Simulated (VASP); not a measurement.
## Co: relaxation of cell and atoms with PBE

The system is Co.

```xyz
1
Lattice="1.9116 0.0000 0.0000 0.0000 1.9116 0.0000 0.0000 0.0000 1.9116" Properties=species:S:1:pos:R:3 pbc="T T T"
Co    0.0000    0.0000    0.0000
```

This isn't the form of Co at room conditions, which is hcp.

```
Program                : VASP 6.6.1
Task                   : relaxation of cell and atoms
Functional             : PBE
Potentials or basis    : VASP PAW PBE potentials, release 64 (Co)
Cutoff                 : 600 eV
k mesh                 : 20 × 20 × 20
Occupations            : fermi-dirac, width 0.08 eV
Spin                   : collinear spin, ferromagnetic start
Starting moments       : [1.7] μB
Target pressure        : 330 GPa
Dipole correction      : no
Further INCAR settings : ALGO = Normal; EDIFF = 1e-06; IBRION = 2; EDIFFG = -0.005; NSW = 32; ISIF = 3
```

| Quantity | Value |
| --- | --- |
| Relaxed volume | 6.91 Å³/atom |
| Relaxed cell | a = 1.905 Å, b = 1.905 Å, c = 1.905 Å, α = 90.00°, β = 90.00°, γ = 90.00° |
| Space group after relaxing (to 0.1 Å) | Pm-3m (No. 221) |
| Energy change on relaxing (the run minimises the enthalpy) | +145.0 meV/atom |
| Ionic steps | 7 |
| Pressure after relaxing | 329.9 GPa |
| Net moment | 0.00 μB per cell |

The path:
```tsv
step	energy change (eV)	largest force (eV/Å)	pressure (GPa)	volume (Å³)
1	0.0000	0.0000	316.61	6.99
2	1.3432	0.0000	440.37	6.41
3	0.1398	0.0000	329.47	6.92
4	0.1453	0.0000	330.12	6.91
5	0.1362	0.0000	329.09	6.92
6	0.1447	0.0000	329.83	6.91
7	0.1450	0.0000	329.94	6.91
```

Final structure:
```
CELL_PARAMETERS angstrom
1.90504 0.00000 0.00000
0.00000 1.90504 0.00000
0.00000 0.00000 1.90504
ATOMIC_POSITIONS crystal
Co 0.00000 0.00000 0.00000
```

Levels at points of the mesh, in eV from the Fermi level:
Spin up:
```csv
k point,band 1,band 2,band 3,band 4,band 5,band 6,band 7,band 8,band 9
"(0.00, 0.00, 0.00)",-12.10,-7.59,-7.59,1.07,1.07,1.07,27.80,27.80,27.80
"(0.50, 0.00, 0.00)",-6.44,-6.39,-2.65,-1.98,-1.98,1.35,9.49,28.91,36.46
"(0.50, 0.50, 0.00)",-9.88,-4.97,-1.31,-1.31,2.98,8.16,8.16,16.38,23.89
"(0.50, 0.50, 0.50)",-7.32,-7.32,-7.32,3.15,3.15,13.49,20.89,20.89,20.89
```
Spin down:
| k point | band 2 | band 3 | band 4 | band 5 | band 6 | band 7 | band 8 | band 9 |
| --- | --- | --- | --- | --- | --- | --- | --- | --- |
| (0.00, 0.00, 0.00) | -7.59 | -7.59 | 1.07 | 1.07 | 1.07 | 27.80 | 27.80 | 27.80 |
| (0.50, 0.00, 0.00) | -6.39 | -2.65 | -1.98 | -1.98 | 1.35 | 9.49 | 28.91 | 36.46 |
| (0.50, 0.50, 0.00) | -4.97 | -1.31 | -1.31 | 2.98 | 8.16 | 8.16 | 16.38 | 23.89 |
| (0.50, 0.50, 0.50) | -7.32 | -7.32 | 3.15 | 3.15 | 13.49 | 20.89 | 20.89 | 20.89 |

Wall time 48 s on 1 thread of AMD EPYC 9R45 96-Core Processor (Zen 5) (shared host), peak memory 0.13 GiB.

Caveat: the cell is relaxed towards a set pressure, so the run minimises the enthalpy, not the energy; atoms lie so close that the PAW spheres overlap strongly, which falsifies energies and pressures.
